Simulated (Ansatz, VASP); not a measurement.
## PtS2: VASP beside Ansatz

```
Pt S
1.0
     3.46972    0.00000    0.00000
    -1.73486    3.00487    0.00000
     0.00000    0.00000    6.90301
Pt S
1 2
Direct
  0.00000 0.00000 0.00000
  0.33333 0.66667 0.18674
  0.66667 0.33333 0.81326
```

Alike in both runs: functional PBE; k mesh 12 × 12 × 6; occupations gaussian, width 0.05 eV; no spin polarisation.

Ansatz relaxed the structure, and its values are those at the end. VASP's run is a single point on that final structure, the one shown.

```csv
,VASP,Ansatz
version,VASP 6.6.1,Ansatz 0.2.0
potentials or method,"VASP PAW PBE potentials, release 64 (Pt, S), cutoff 520 eV","scalar-relativistic, plane waves, PAW"
valence electrons in the cell,22,30
```

```csv
,VASP,Ansatz,Ansatz less VASP
gap on the k mesh at the Fermi level (eV),1.62,1.62,-0.004
least direct gap on the mesh (eV),1.77,1.77,-0.004
pressure (GPa),3.0,3.4,+0.38
rms of the force components (eV/Å),0.020,0.000,-0.0199
```

With one functional, cell and mesh, what is left measures potentials, basis and numerics. VASP's potentials hold 22 valence electrons a cell and Ansatz's 30, so a difference there can come from the potentials and not from the codes. Ansatz's warnings: stress scf threshold loose.

Spin-orbit coupling is off throughout.
